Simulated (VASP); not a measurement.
# Sb (R-3m) in VASP: further runs, part 2 of 2

VASP 6.6.1.

## 5. Single point, LDA

This run uses another cell than the first one, of the same volume but with other edges.

File INCAR:

```
PREC = Accurate
ENCUT = 520
EDIFF = 1E-6
ISMEAR = 0
SIGMA = 0.15
LREAL = F
LASPH = T
NELM = 80
ALGO = Normal
ISIF = 2
LWAVE = F
LCHARG = F
GGA = CA
NBANDS = 12
```

File KPOINTS:

```
regular mesh
0
Gamma
  15 15 15
```

File POSCAR:

```
Sb
1.0
    2.0833495674      1.2028224336      3.9896147744
   -2.0833495674      1.2028224336      3.9896147744
    0.0000000000     -2.4056448671      3.9896147745
Sb
2
Direct
    0.2336400000      0.2336400000      0.2336400000
    0.7663600000      0.7663600000      0.7663600000
```

On the command line:

```console
cat potpaw_LDA.64/Sb/POTCAR > POTCAR
mpirun -np 1 vasp_std > vasp.out
```

Wall time 2.1 min (1 thread of Intel Xeon Platinum 8375C at 2.90GHz (Ice Lake), shared host); peak memory 0.33 GiB.

The run converged. Its results:

* Free energy: -9.5741 eV
* Pressure: -0.1 GPa
* Largest force: 0.056 eV/Å
* Band gap on the k mesh: zero (band 5 reaches 7.61 eV, above the bottom of band 6 at 6.92 eV)

Forces in eV/Å, atoms in the order of the input:
```
Sb   0.000  0.000  0.056
Sb   0.000  0.000 -0.056
```

Stress tensor (GPa, compression positive):
```
 0.82  0.00  0.00
 0.00  0.82  0.00
 0.00  0.00 -1.90
```

Levels at points of the mesh, in eV from the Fermi level:
```
           k point  band 2  band 3  band 4  band 5  band 6  band 7  band 8  band 9
(0.00, 0.00, 0.00)   -5.05   -2.70   -1.37   -1.37    2.14    2.70    2.70    5.31
```

Caveat: spin-orbit coupling is left out, which moves the levels of the heavy elements.

## 6. Single point, LDA

This run uses another cell than the first one, of the same volume but with other edges.

File INCAR:

```
PREC     = Accurate       # precision mode
ENCUT    = 520            # plane-wave cutoff, eV
EDIFF    = 1E-6           # SCF threshold, eV
ISMEAR   = 0              # smearing method
SIGMA    = 0.15           # smearing width, eV
LREAL    = False          # projectors in reciprocal space
LASPH    = True           # aspherical terms in the spheres
NELM     = 100            # most SCF steps
ALGO     = Normal         # electronic algorithm
ISIF     = 2              # what is computed and relaxed
LWAVE    = False          # write WAVECAR
LCHARG   = True           # write CHGCAR
GGA      = CA             # functional
LELF     = True           # ELF
LVHAR    = True         
NBANDS   = 12             # bands
```

File KPOINTS:

```
Automatic mesh
0
Gamma
  15 15 15
```

File POSCAR:

```
Sb
1.0
    2.1800642718      1.2586606942      3.6434822834
   -2.1800642718      1.2586606942      3.6434822834
    0.0000000000     -2.5173213883      3.6434822834
Sb
2
Direct
    0.2336400000      0.2336400000      0.2336400000
    0.7663600000      0.7663600000      0.7663600000
```

Potentials or basis: VASP PAW LDA potentials, release 64 (Sb).

On the command line:

```console
cat potpaw_LDA.64/Sb/POTCAR > POTCAR
mpirun -np 1 vasp_std > vasp.out
```

OUTCAR:

```text
PREC = Accurate
   ENCUT = 520
   EDIFF = 1E-6
   ISMEAR = 0
   LREAL = False
   LASPH = True
   NELM = 100
   ISIF = 2
   GGA = CA

 ion  position               nearest neighbor table
   1  0.234  0.234  0.234-   2 2.91   2 2.91   2 2.91   2 3.33   2 3.33   2 3.33
   2  0.766  0.766  0.766-   1 2.91   1 2.91   1 2.91   1 3.33   1 3.33   1 3.33

  LATTYP: Found a trigonal (rhomboedric) cell.
 ALAT       =     4.4285291149
 COS(alpha) =     0.5153261571

  Lattice vectors:

 A1 = (   2.1800642718,   1.2586606942,   3.6434822834)
 A2 = (  -2.1800642718,   1.2586606942,   3.6434822834)
 A3 = (   0.0000000000,  -2.5173213883,   3.6434822834)

Analysis of symmetry for initial positions (statically):
=====================================================================
 Subroutine PRICEL returns:
 Original cell was already a primitive cell.

 Routine SETGRP: Setting up the symmetry group for a
 trigonal (rhombohedral) supercell.

 Subroutine GETGRP returns: Found 12 space group operations
 (whereof 12 operations were pure point group operations)
 out of a pool of 12 trial point group operations.

[... 175 lines left out ...]
      4       5.2671      2.00000
      5       5.4589      2.00000
      6       9.3125      0.00000
      7       9.9370      0.00000
      8       9.9370      0.00000
      9      12.1298      0.00000
     10      12.1298      0.00000
     11      12.5512      0.00000
     12      13.7305      0.00000
[... 331 lines left out ...]
 k-point    24 :       0.2000    0.1333    0.0000
  band No.  band energies     occupation
      1      -5.1302      2.00000
      2       1.0374      2.00000
      3       4.6766      2.00000
      4       4.7282      2.00000
      5       6.7523      1.99801
      6       7.8475      0.00000
      7       9.5625      0.00000
      8      10.3003      0.00000
      9      11.3499      0.00000
     10      13.0492      0.00000
     11      13.2792      0.00000
     12      14.6439      0.00000

 [... further k-points ...]

------------------------ aborting loop because EDIFF is reached ----------------------------------------

  FORCE on cell =-STRESS in cart. coord.  units (eV):
  Direction    XX          YY          ZZ          XY          YZ          ZX
  --------------------------------------------------------------------------------------
  -------------------------------------------------------------------------------------
  Total       -0.4904326     -0.4904326     -0.0201022     -0.0000000     -0.0000000      0.0000000
  in kB      -13.0991768    -13.0991768     -0.5369184     -0.0000000     -0.0000000      0.0000000
  external PRESSURE =      -8.9117573 kB  Pullay stress =       0.0000000 kB

 VOLUME and BASIS-vectors are now :
 -----------------------------------------------------------------------------
  energy-cutoff  :      520.00
  volume of cell :       59.99
      direct lattice vectors                 reciprocal lattice vectors
     2.180064272  1.258660694  3.643482283     0.229351036  0.132415883  0.091487568
    -2.180064272  1.258660694  3.643482283    -0.229351036  0.132415883  0.091487568
     0.000000000 -2.517321388  3.643482283     0.000000000 -0.264831765  0.091487568

 POSITION                                       TOTAL-FORCE (eV/Angst)
 -----------------------------------------------------------------------------------
      0.00000      0.00000      2.55379         0.000000      0.000000      0.207869
      0.00000      0.00000      8.37666         0.000000     -0.000000     -0.207869
 -----------------------------------------------------------------------------------
    total drift:                                0.000000     -0.000000      0.000000

  FREE ENERGIE OF THE ION-ELECTRON SYSTEM (eV)
  ---------------------------------------------------
  free  energy   TOTEN  =        -9.6143781594 eV

  energy  without entropy=       -9.6119953408  energy(sigma->0) =       -9.61318675
```

Run time: 2.1 min. Hardware: 1 thread of Intel Xeon Platinum 8375C at 2.90GHz (Ice Lake), shared host; peak memory 0.33 GiB.

What came out:

| Item | Value |
| --- | --- |
| Free energy | -9.6144 eV |
| Pressure | -0.9 GPa |
| Largest force | 0.208 eV/Å |
| Band gap on the k mesh | zero (band 5 reaches 7.14 eV, above the bottom of band 6 at 7.04 eV) |

Forces on the atoms (eV/Å):
```
Sb   0.000  0.000  0.208
Sb   0.000  0.000 -0.208
```

Caveat: spin-orbit coupling is left out, which moves the levels of the heavy elements.

## 7. The runs side by side

| cell | gap on the mesh (eV) | pressure (GPa) | largest force (eV/Å) |
| --- | --- | --- | --- |
| a = 4.261 Å, angles 64.4°, 2 atoms | none | -2.0 | 0.30 |
| a = 4.831 Å, angles 49.5°, 2 atoms | none | -0.1 | 0.14 |
| a = 4.366 Å, angles 60.9°, 2 atoms | none | -1.3 | 0.24 |
| a = 4.659 Å, angles 53.1°, 2 atoms | none | -0.1 | 0.06 |
| a = 4.429 Å, angles 59.0°, 2 atoms | none | -0.9 | 0.21 |

Alike in all rows: task single point; level LDA; potentials or basis VASP PAW LDA potentials, release 64 (Sb); no spin polarisation; k mesh 15 × 15 × 15; cutoff (eV) 520; smearing gaussian 0.15 eV.

Caveats: spin-orbit coupling is left out, which moves the levels of the heavy elements.

Total energies depend on the potentials used, so only differences within one code and one set of settings carry meaning.
